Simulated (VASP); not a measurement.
Set up this calculation in VASP 6.6.1, as the native input.

```
Task                   : single point
Functional             : PBE
Potentials or basis    : VASP PAW PBE potentials, release 64 (Ba_sv, Te)
Cutoff                 : 520 eV
k mesh                 : 4 × 4 × 4
Occupations            : gaussian, width 0.01 eV
Spin                   : no spin polarisation
Dipole correction      : no
Further INCAR settings : ALGO = Normal; EDIFF = 1e-07; NBANDS = 15
```

The structure of BaTe lies in POSCAR:

```
BaTe
1.0
    0.0353238684      3.5677107110      3.5677107110
    3.5677107110      0.0353238684      3.5677107110
    3.5677107110      3.5677107110      0.0353238684
Ba Te
1 1
Direct
    0.0000000000      0.0000000000      0.0000000000
    0.5000000000      0.5000000000      0.5000000000
```

This cell differs from its parent crystal: strain along [111] +1.5%.

The input as run:

INCAR

```
SYSTEM = BaTe
ALGO     = Normal         ! electronic algorithm
EDIFF    = 1E-7           ! SCF threshold, eV
ENCUT    = 520            ! plane-wave cutoff, eV
GGA      = PE             ! functional
ISIF     = 2              ! what is computed and relaxed
ISMEAR   = 0              ! smearing method
LASPH    = .TRUE.         ! aspherical terms in the spheres
LCHARG   = .FALSE.        ! write CHGCAR
LREAL    = .FALSE.        ! projectors in reciprocal space
LWAVE    = .FALSE.        ! write WAVECAR
NBANDS   = 15             ! bands
NELM     = 100            ! most SCF steps
PREC     = Accurate       ! precision mode
SIGMA    = 0.01           ! smearing width, eV
```

KPOINTS

```
k-points
0
G
  4 4 4
  0 0 0
```

Potentials or basis: VASP PAW PBE potentials, release 64 (Ba_sv, Te).

Run with:

```bash
$ cat potpaw_PBE.64/Ba_sv/POTCAR potpaw_PBE.64/Te/POTCAR > POTCAR
$ mpirun -np 1 vasp_std > vasp.out
```

It gave:

The pressure is -0.1 GPa and the band gap on the k mesh is 1.58 eV (least direct gap 1.96 eV).

Caveat: the cell differs from its parent crystal (strain along [111] +1.5%); spin-orbit coupling is left out, which moves the levels of the heavy elements.

Wall time 13 s on 1 thread of Intel(R) Xeon(R) 6975P-C (Granite Rapids), on a shared host, peak memory 0.23 GiB.
